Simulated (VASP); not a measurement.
**SrB3: single point with PBE**

SrB3:

```
CELL_PARAMETERS angstrom
0.00000 3.16530 3.16530
3.16530 0.00000 3.16530
3.16530 3.16530 0.00000
ATOMIC_POSITIONS crystal
Sr 0.00000 0.00000 0.00000
B 0.50000 0.50000 0.50000
B 0.25000 0.25000 0.25000
B 0.75000 0.75000 0.75000
```

| Item | Value |
| --- | --- |
| Program | VASP 6.6.1 |
| Task | single point |
| Functional | PBE |
| Potentials or basis | VASP PAW PBE potentials, release 64 (Sr_sv, B) |
| Cutoff | 520 eV |
| k mesh | 6 × 6 × 6 |
| Occupations | gaussian, width 0.1 eV |
| Spin | no spin polarisation |

The pressure is -7.5 GPa.

Levels at points of the mesh, in eV from the Fermi level:
| k point | band 5 | band 6 | band 7 | band 8 | band 9 | band 10 | band 11 | band 12 | band 13 | band 14 |
| --- | --- | --- | --- | --- | --- | --- | --- | --- | --- | --- |
| (0.00, 0.00, 0.00) | -9.15 | -2.98 | -1.56 | -1.56 | -1.56 | -0.90 | 0.16 | 0.16 | 0.16 | 4.15 |
| (0.50, 0.00, 0.00) | -6.67 | -6.63 | -2.78 | -2.00 | -2.00 | 0.41 | 1.05 | 1.05 | 2.92 | 2.92 |
| (0.50, 0.50, 0.00) | -6.35 | -5.72 | -5.20 | -1.95 | -1.95 | 0.66 | 2.10 | 2.10 | 3.65 | 3.65 |

It took 10 s on 1 thread of Intel(R) Xeon(R) 6975P-C (Granite Rapids), on a shared host, peak memory 0.2 GiB.
